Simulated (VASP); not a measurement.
# Si (Cm) in VASP: notebook

Si is run at these levels: PBE; tasks: single point.

Program: VASP 6.6.1. These are calculated values, not measurements. Logs are shortened: lines on timing, memory, paths and dates and some standing lists are left out, and cuts for length are marked.

### 1 The cell of the first run

The structure is monoclinic, space group Cm (No. 8). Conventional cell: a = 6.636 Å, b = 3.831 Å, c = 6.333 Å, α = 90.00°, β = 90.00°, γ = 90.00°. Si (site symmetry m) has 3 Si at 1.87 to 2.42 Å within 2.5 Å. Within 3.1 Å of Si (site symmetry m) lie 4 Si at 2.35 to 2.37 Å. Within 2.5 Å of Si (site symmetry m) lie 4 Si at 1.87 to 2.35 Å. Within 3.2 Å of Si (site symmetry m) lie 4 Si at 2.37 to 3.14 Å.

### 2 Single point, PBE (atom 1 (Si) moved by (-0.600, +0.600) A along y and z)

The input, INCAR:

```
SYSTEM = Si
PREC = Accurate
ENCUT = 520
EDIFF = 1E-6
ISMEAR = 0
SIGMA = 0.05
LREAL = .FALSE.
LASPH = .TRUE.
NELM = 80
ALGO = Normal
ISIF = 2
LWAVE = .FALSE.
LCHARG = .FALSE.
GGA = PE
NBANDS = 16
```

The input, KPOINTS:

```
regular mesh
0
G
  12 12 6
  0 0 0
```

The input, POSCAR:

```
Si
1.0
    3.8313174605      0.0000000000      0.0000000000
   -1.9156587303      3.3180182508      0.0000000000
    0.0000000000      0.0000000000      6.3326220002
Si
4
Direct
    0.2429179175      0.4858358349      0.1577569837
    0.6666666667      0.3333333333      0.5630095000
    0.3333333333      0.6666666667      0.4369905000
    0.6666666667      0.3333333333      0.9369905000
```

Potentials or basis: VASP PAW PBE potentials, release 64 (Si).

Started as:

```
$ cat potpaw_PBE.64/Si/POTCAR > POTCAR
$ mpirun -np 1 vasp_std > vasp.out
```

OUTCAR:

```text
SYSTEM = Si
   PREC = Accurate
   ENCUT = 520
   EDIFF = 1E-6
   ISMEAR = 0
   LREAL = .FALSE.
   LASPH = .TRUE.
   NELM = 80
   ISIF = 2
   GGA = PE

 ion  position               nearest neighbor table
   1  0.243  0.486  0.158-   3 1.87   4 2.42   4 2.42   4 3.14
   2  0.667  0.333  0.563-   3 2.35   3 2.35   3 2.35   4 2.37
   3  0.333  0.667  0.437-   1 1.87   2 2.35   2 2.35   2 2.35
   4  0.667  0.333  0.937-   2 2.37   1 2.42   1 2.42   1 3.14

  LATTYP: Found a hexagonal cell.
 ALAT       =     3.8313174605
 C/A-ratio  =     1.6528575524

  Lattice vectors:

 A1 = (   3.8313174605,   0.0000000000,   0.0000000000)
 A2 = (  -1.9156587303,   3.3180182508,   0.0000000000)
 A3 = (   0.0000000000,   0.0000000000,   6.3326220002)

Analysis of symmetry for initial positions (statically):
=====================================================================
 Subroutine PRICEL returns:
 Original cell was already a primitive cell.

 Routine SETGRP: Setting up the symmetry group for a
 hexagonal supercell.

 Subroutine GETGRP returns: Found  2 space group operations
 (whereof  2 operations were pure point group operations)
 out of a pool of 24 trial point group operations.

The static configuration has the point symmetry C_1h.

Analysis of symmetry for dynamics (positions and initial velocities):
=====================================================================
 Subroutine PRICEL returns:
 Original cell was already a primitive cell.

 Routine SETGRP: Setting up the symmetry group for a
 hexagonal supercell.

 Subroutine GETGRP returns: Found  2 space group operations
 (whereof  2 operations were pure point group operations)
 out of a pool of 24 trial point group operations.

The dynamic configuration has the point symmetry C_1h.

 Subroutine INISYM returns: Found  2 space group operations
 (whereof  2 operations are pure point group operations),
 and found     1 'primitive' translations

----------------------------------------------------------------------------------------

                                     Primitive cell

  volume of cell :      80.5027

  direct lattice vectors                    reciprocal lattice vectors
     3.831317461  0.000000000  0.000000000     0.261006823  0.150692360  0.000000000
    -1.915658730  3.318018251  0.000000000     0.000000000  0.301384720  0.000000000
     0.000000000  0.000000000  6.332622000     0.000000000  0.000000000  0.157912473

  length of vectors
     3.831317461  3.831317461  6.332622000     0.301384720  0.301384720  0.157912473

  position of ions in fractional coordinates (direct lattice)
     0.242917918  0.485835835  0.157756984
     0.666666667  0.333333333  0.563009500
     0.333333333  0.666666667  0.436990500
     0.666666667  0.333333333  0.936990500

  ion indices of the primitive-cell ions
   primitive index   ion index
                 1           1
                 2           2
                 3           3
                 4           4

----------------------------------------------------------------------------------------

 KPOINTS: regular mesh

Automatic generation of k-mesh.
 Grid dimensions read from file:
 generate k-points for:   12   12    6

 Generating k-lattice:

  Cartesian coordinates                     Fractional coordinates (reciprocal lattice)
     0.021750569  0.012557697  0.000000000     0.083333333  0.000000000  0.000000000
     0.000000000  0.025115393  0.000000000     0.000000000  0.083333333  0.000000000
     0.000000000  0.000000000  0.026318745     0.000000000  0.000000000  0.166666667

  Length of vectors
     0.025115393  0.025115393  0.026318745

  Shift w.r.t. Gamma in fractional coordinates (k-lattice)
     0.000000000  0.000000000  0.000000000

 Subroutine IBZKPT returns following result:
 ===========================================

 Found    242 irreducible k-points:

 Following reciprocal coordinates:
            Coordinates               Weight
  0.000000  0.000000  0.000000      1.000000
  0.083333  0.000000  0.000000      4.000000
  0.000000  0.083333  0.000000      2.000000
  0.166667  0.000000  0.000000      4.000000
  0.000000  0.166667  0.000000      2.000000
  0.250000  0.000000  0.000000      4.000000
[... 16 lines left out ...]
 -0.083333  0.416667  0.000000      4.000000
 -0.416667  0.333333  0.000000      4.000000
 [... further k-points ...]
   k-points           NKPTS =    242   k-points in BZ     NKDIM =    242   number of bands    NBANDS=     16
   number of dos      NEDOS =    301   number of ions     NIONS =      4
   total plane-waves  NPLWV =  37632
   dimension x,y,z NGX =    28 NGY =   28 NGZ =   48
   dimension x,y,z NGXF=    56 NGYF=   56 NGZF=   96
   ions per type =               4
   NGX,Y,Z   is equivalent  to a cutoff of  12.15, 12.15, 12.60 a.u.
   NGXF,Y,Z  is equivalent  to a cutoff of  24.30, 24.30, 25.20 a.u.
 SYSTEM =  Si
   PREC   = accura    normal or accurate (medium, high low for compatibility)
   ISTART =      0    job   : 0-new  1-cont  2-samecut
   ICHARG =      2    charge: 1-file 2-atom 10-const
   ISPIN  =      1    spin polarized calculation?
   LNONCOLLINEAR =      F non collinear calculations
   LSORBIT =      F    spin-orbit coupling
   LASPH  =      T    aspherical Exc in radial PAW
   ENCUT  =  520.0 eV  38.22 Ry    6.18 a.u.   7.12  7.12 11.77*2*pi/ulx,y,z
   NELM   =     80;   NELMIN=  2; NELMDL= -5     # of ELM steps
   EDIFF  = 0.1E-05   stopping-criterion for ELM
   LREAL  =      F    real-space projection
   EDIFFG = 0.1E-04   stopping-criterion for IOM
   NSW    =      0    number of steps for IOM
   IBRION =     -1    ionic relax: 0-MD 1-quasi-New 2-CG
   NFREE  =      0    steps in history (QN), initial steepest desc. (CG)
   ISIF   =      2    stress and relaxation
   ISYM   =      2    0-nonsym 1-usesym 2-fastsym
   POTIM  = 0.5000    time-step for ionic-motion
   TEBEG  =    0.0;   TEEND  =   0.0 temperature during run
   PSTRESS=    0.0 pullay stress
   NELECT =      16.0000    total number of electrons
   NUPDOWN=      -1.0000    fix difference up-down
   EMIN   =  10.00;   EMAX   =-10.00  energy-range for DOS
   EFERMI =   0.00;   METHOD = LEGACY
   ISMEAR =     0;   SIGMA  =   0.05  broadening in eV -4-tet -1-fermi 0-gaus
   EFERMI_NEDOS =   21; number of points for ismear=-14 and -15
   IALGO  =     38    algorithm
   IMIX   =      4    mixing-type and parameters
     AMIX     =   0.40;   BMIX     =  1.00
     AMIX_MAG =   1.60;   BMIX_MAG =  1.00
  volume/ion in A,a.u.               =      20.13       135.81
  Fermi-wavevector in a.u.,A,eV,Ry     =   0.955384  1.805414 12.418837  0.912759
  Thomas-Fermi vector in A             =   2.084217
   LORBIT       =      0    0 simple, 1 ext, 2 COOP (PROOUT), +10 PAW based schemes
   GGA     = PE    functional components
   LHFCALC =     F    Hartree Fock is set to
   AEXX    =    0.0000 exact exchange contribution
   IVDW    =     0    specifies the selected vdW correction
   LEPSILON=     F    determine dielectric tensor
   LRPA    =     F    only Hartree local field effects (RPA)
 non-spin polarized calculation
 Gauss-broadening in eV      SIGMA  =   0.05
  energy-cutoff  :      520.00
  volume of cell :       80.50
 maximum number of plane-waves:      2208
   NGX = 15   NGY = 15   NGZ = 23

 number of electron      15.9999999 magnetization

 Free energy of the ion-electron system (eV)
  ---------------------------------------------------
  ext. energy  EPLUGINS =         0.00000000
  ---------------------------------------------------
  free energy    TOTEN  =       -18.28033831 eV

  energy without entropy =      -18.27886564  energy(sigma->0) =      -18.27960197

 E-fermi :   6.2005     XC(G=0):  -9.4416

 val. band max:        6.1879119219   @ k =  -0.1667   0.0000   0.1667
 cond. band min:       6.2058164587   @ k =   0.3333   0.0000   0.3333
 fundamental gap:      0.0179045368
 Fermi energy:         6.2005105330

 k-point     1 :       0.0000    0.0000    0.0000
  band No.  band energies     occupation
      1      -6.6626      2.00000
      2      -3.2272      2.00000
      3      -2.2596      2.00000
      4       3.8828      2.00000
      5       4.1630      2.00000
      6       4.6970      2.00000
[... 8 lines left out ...]
     15      10.1135      0.00000
     16      11.7526      0.00000

 k-point     2 :       0.0833    0.0000    0.0000
  band No.  band energies     occupation
      1      -6.5847      2.00000
      2      -3.1457      2.00000
      3      -2.2253      2.00000
      4       3.2827      2.00000
      5       4.0774      2.00000
      6       4.5462      2.00000
[... 8 lines left out ...]
     15      10.5051      0.00000
     16      11.7747      0.00000

 k-point     3 :       0.0000    0.0833    0.0000
  band No.  band energies     occupation
      1      -6.5886      2.00000
      2      -3.1553      2.00000
      3      -2.2165      2.00000
      4       3.5772      2.00000
      5       3.7505      2.00000
      6       4.5356      2.00000
[... 8 lines left out ...]
     15      10.3593      0.00000
     16      11.6748      0.00000

 k-point     4 :       0.1667    0.0000    0.0000
  band No.  band energies     occupation
      1      -6.3536      2.00000
      2      -2.9035      2.00000
      3      -2.1463      2.00000
      4       2.2459      2.00000
      5       3.6626      2.00000
      6       4.1914      2.00000
[... 8 lines left out ...]
     15      11.3439      0.00000
     16      11.6574      0.00000

 k-point     5 :       0.0000    0.1667    0.0000
  band No.  band energies     occupation
      1      -6.3707      2.00000
      2      -2.9454      2.00000
      3      -2.1011      2.00000
      4       2.4192      2.00000
      5       3.4401      2.00000
      6       4.2472      2.00000
[... 8 lines left out ...]
     15      10.5561      0.00000
     16      12.1333      0.00000

 k-point     6 :       0.2500    0.0000    0.0000
  band No.  band energies     occupation
      1      -5.9781      2.00000
      2      -2.5177      2.00000
      3      -2.1046      2.00000
      4       1.2949      2.00000
      5       3.0314      2.00000
      6       3.5381      2.00000
[... 8 lines left out ...]
     15      11.6412      0.00000
     16      11.8491      0.00000
[... 267 lines left out ...]
 k-point    21 :      -0.3333    0.2500    0.0000
  band No.  band energies     occupation
      1      -5.6760      2.00000
      2      -2.3018      2.00000
      3      -2.0848      2.00000
      4       0.9599      2.00000
      5       2.4181      2.00000
      6       2.9357      2.00000
[... 8 lines left out ...]
     15      11.4336      0.00000
     16      13.0846      0.00000

 k-point    22 :       0.3333    0.0833    0.0000
  band No.  band energies     occupation
      1      -5.1741      2.00000
      2      -2.5436      2.00000
      3      -1.5779      2.00000
      4       0.6445      2.00000
      5       1.5521      2.00000
      6       2.4404      2.00000
[... 8 lines left out ...]
     15      12.2440      0.00000
     16      13.2863      0.00000

 k-point    23 :      -0.0833    0.4167    0.0000
  band No.  band energies     occupation
      1      -5.3003      2.00000
      2      -2.2564      2.00000
      3      -1.7282      2.00000
      4       0.2194      2.00000
      5       2.2490      2.00000
      6       2.7571      2.00000
[... 8 lines left out ...]
     15      12.3717      0.00000
     16      13.3503      0.00000

 k-point    24 :      -0.4167    0.3333    0.0000
  band No.  band energies     occupation
      1      -5.1364      2.00000
      2      -2.6260      2.00000
      3      -1.5087      2.00000
      4       0.6553      2.00000
      5       1.4667      2.00000
      6       2.4909      2.00000
[... 8 lines left out ...]
     15      12.1806      0.00000
     16      13.2608      0.00000

 [... further k-points ...]

------------------------ aborting loop because EDIFF is reached ----------------------------------------

  FORCE on cell =-STRESS in cart. coord.  units (eV):
  Direction    XX          YY          ZZ          XY          YZ          ZX
  --------------------------------------------------------------------------------------
  -------------------------------------------------------------------------------------
  Total       -0.6080636      0.8873979     15.5636816     -0.0000000      6.2858906     -0.0000000
  in kB      -12.1017769     17.6611313    309.7508059     -0.0000000    125.1027700     -0.0000000
  external PRESSURE =     105.1033868 kB  Pullay stress =       0.0000000 kB

 VOLUME and BASIS-vectors are now :
 -----------------------------------------------------------------------------
  energy-cutoff  :      520.00
  volume of cell :       80.50
      direct lattice vectors                 reciprocal lattice vectors
     3.831317461  0.000000000  0.000000000     0.261006823  0.150692360  0.000000000
    -1.915658730  3.318018251  0.000000000     0.000000000  0.301384720  0.000000000
     0.000000000  0.000000000  6.332622000     0.000000000  0.000000000  0.157912473

 POSITION                                       TOTAL-FORCE (eV/Angst)
 -----------------------------------------------------------------------------------
      0.00000      1.61201      0.99902         0.000000     -2.977148    -12.347587
      1.91566      1.10601      3.56533        -0.000000      0.155093      0.728480
     -0.00000      2.21201      2.76730        -0.000000      3.156881      9.903479
      1.91566      1.10601      5.93361         0.000000     -0.334826      1.715628
 -----------------------------------------------------------------------------------
    total drift:                                0.000000      0.000023      0.000038

  FREE ENERGIE OF THE ION-ELECTRON SYSTEM (eV)
  ---------------------------------------------------
  free  energy   TOTEN  =       -18.2803383070 eV

  energy  without entropy=      -18.2788656388  energy(sigma->0) =      -18.27960197
```

It took 5.1 min on 1 thread of Intel Xeon 8259CL, shared host; peak memory 0.34 GiB.

Results:

| Item | Value |
| --- | --- |
| Free energy | -18.2803 eV |
| Pressure | 10.5 GPa |
| Largest force | 12.701 eV/Å |
| Band gap on the k mesh | zero (bands 8 and 9 overlap by 1.03 eV) |

Forces in eV/Å, atoms in the order of the input:
```
Si    0.000  -2.977 -12.348
Si    0.000   0.155   0.728
Si    0.000   3.157   9.903
Si    0.000  -0.335   1.716
```

Caveat: the cell differs from its parent crystal (atom 1 (Si) moved by (-0.600, +0.600) A along y and z); the stress differs along the axes, from -1 to 31 GPa; forces of over 1 eV/Å act on the atoms, so gaps and moduli don't describe the material at rest.

### 3 Single point, PBE (atom 1 (Si) moved by (+0.600, +0.300) A along y and z)

The input, INCAR:

```
SYSTEM = Si
PREC     = Accurate       ! precision mode
ENCUT    = 520            ! plane-wave cutoff, eV
EDIFF    = 1E-6           ! SCF threshold, eV
ISMEAR   = 0              ! smearing method
SIGMA    = 0.05           ! smearing width, eV
LREAL    = .False.        ! projectors in reciprocal space
LASPH    = .True.         ! aspherical terms in the spheres
NELM     = 80             ! most SCF steps
ALGO     = Normal         ! electronic algorithm
ISIF     = 2              ! what is computed and relaxed
LWAVE    = .False.        ! write WAVECAR
LCHARG   = .False.        ! write CHGCAR
GGA      = PE             ! functional
NBANDS   = 16             ! bands
```

The input, KPOINTS:

```
Automatic mesh
0
Gamma
  12 12 6
  0 0 0
```

POSCAR: that of step 2 with these lines changed.

```diff
@@ -8,3 +8,3 @@
 Direct
-    0.2429179175      0.4858358349      0.1577569837
+    0.4237487492      0.8474974984      0.1103832419
     0.6666666667      0.3333333333      0.5630095000
```

Potentials or basis: VASP PAW PBE potentials, release 64 (Si).

Started as:

```
$ cat potpaw_PBE.64/Si/POTCAR > POTCAR
$ mpirun -np 1 vasp_std > vasp.out
```

Run time: 6 min. Hardware: 1 thread of Intel Xeon 8259CL, shared host; peak memory 0.34 GiB.

The run converged. Its results:

| Item | Value |
| --- | --- |
| Free energy | -19.1467 eV |
| Pressure | 8.7 GPa |
| Largest force | 7.725 eV/Å |
| Band gap on the k mesh | zero (bands 8 and 9 overlap by 1.16 eV) |

Forces on the atoms (eV/Å):
```
Si   0.000 -6.954 -0.044
Si   0.000 -0.141  0.328
Si   0.000 -0.195  2.272
Si   0.000  7.290 -2.557
```

Stress tensor (GPa, compression positive):
```
 -3.48   0.00   0.00
  0.00  15.39 -15.22
  0.00 -15.22  14.28
```

Levels at points of the mesh, in eV from the Fermi level:
```tsv
k point	band 6	band 7	band 8	band 9	band 10	band 11
(0.00, 0.00, 0.00)	-1.54	0.19	0.47	0.54	1.83	1.85
(0.50, 0.00, 0.00)	-3.47	-3.17	-1.11	-0.37	1.52	1.83
(0.00, 0.50, 0.00)	-4.15	-3.28	-0.96	0.40	2.30	2.65
(0.00, 0.00, 0.50)	-1.46	-1.11	0.79	0.79	1.08	1.72
(0.50, 0.00, 0.50)	-3.17	-2.71	-1.30	-0.04	0.52	0.84
(0.00, 0.50, 0.50)	-3.01	-2.53	-1.72	-0.33	0.57	1.20
```

Caveat: the cell differs from its parent crystal (atom 1 (Si) moved by (+0.600, +0.300) A along y and z); the stress differs along the axes, from -3 to 15 GPa; forces of over 1 eV/Å act on the atoms, so gaps and moduli don't describe the material at rest.

### 4 Single point, PBE (atom 1 (Si) moved by (-0.300, -0.300) A along y and z)

The input, INCAR:

```
SYSTEM = Si
PREC = Accurate
ENCUT = 520
EDIFF = 1E-6
ISMEAR = 0
SIGMA = 0.05
LREAL = .False.
LASPH = .True.
NELM = 80
ALGO = Normal
ISIF = 2
LWAVE = .False.
LCHARG = .False.
GGA = PE
NBANDS = 16
```

The input, KPOINTS:

```
regular mesh
0
Gamma
  12 12 6
  0 0 0
```

POSCAR: that of step 3 with these lines changed.

```diff
@@ -8,3 +8,3 @@
 Direct
-    0.4237487492      0.8474974984      0.1103832419
+    0.2881256254      0.5762512508      0.0156357581
     0.6666666667      0.3333333333      0.5630095000
```

Started as:

```
$ cat potpaw_PBE.64/Si/POTCAR > POTCAR
$ mpirun -np 1 vasp_std > vasp.out
```

Run time: 5.9 min. Hardware: 1 thread of Intel Xeon 8259CL, shared host; peak memory 0.34 GiB.

Results (log left out):

```
Free energy            : -20.5158 eV
Pressure               : 4.6 GPa
Largest force          : 4.922 eV/Å
Band gap on the k mesh : zero (bands 8 and 9 overlap by 0.63 eV)
```

Forces on the atoms (eV/Å):
```
Si   0.000  3.743  3.196
Si   0.000  0.021 -0.432
Si   0.000 -0.241 -1.154
Si   0.000 -3.523 -1.610
```

Stress tensor (GPa, compression positive):
```
15.88  0.00  0.00
 0.00 -0.24  1.64
 0.00  1.64 -1.83
```

Levels at points of the mesh, in eV from the Fermi level:
```tsv
k point	band 6	band 7	band 8	band 9	band 10	band 11
(0.00, 0.00, 0.00)	-0.45	0.05	0.29	0.92	1.23	1.92
(0.50, 0.00, 0.00)	-3.13	-2.83	-1.59	0.12	2.11	3.22
(0.00, 0.50, 0.00)	-3.92	-2.20	-1.85	-0.33	1.98	3.01
(0.00, 0.00, 0.50)	-0.85	-0.76	-0.31	0.95	1.46	1.99
(0.50, 0.00, 0.50)	-2.47	-2.15	-1.60	0.47	0.60	1.32
(0.00, 0.50, 0.50)	-2.73	-2.25	-1.85	0.03	1.17	1.27
```

Caveat: the cell differs from its parent crystal (atom 1 (Si) moved by (-0.300, -0.300) A along y and z); the stress differs along the axes, from -2 to 16 GPa; semilocal functionals underestimate gaps, and a narrow one can read as zero; forces of over 1 eV/Å act on the atoms, so gaps and moduli don't describe the material at rest.

### 5 Summary

| cell | gap on the mesh (eV) | pressure (GPa) | largest force (eV/Å) |
| --- | --- | --- | --- |
| as given, atomic positions A | none | 10.5 | 12.70 |
| as given, atomic positions B | none | 8.7 | 7.73 |
| as given, atomic positions C | none | 4.6 | 4.92 |

Alike in all rows: task single point; level PBE; potentials or basis VASP PAW PBE potentials, release 64 (Si); no spin polarisation; k mesh 12 × 12 × 6; cutoff (eV) 520; smearing gaussian 0.05 eV.

Caveats: forces of over 1 eV/Å act on the atoms, so gaps and moduli don't describe the material at rest; the stress differs along the axes, from -1 to 31 GPa (at least some runs); the stress differs along the axes, from -3 to 15 GPa (at least some runs); the stress differs along the axes, from -2 to 16 GPa (at least some runs); semilocal functionals underestimate gaps, and a narrow one can read as zero (at least some runs).

Absolute energies hang on the potentials; compare differences alone.

The gap in the log of VASP goes by the Fermi energy; the results here count the filled bands.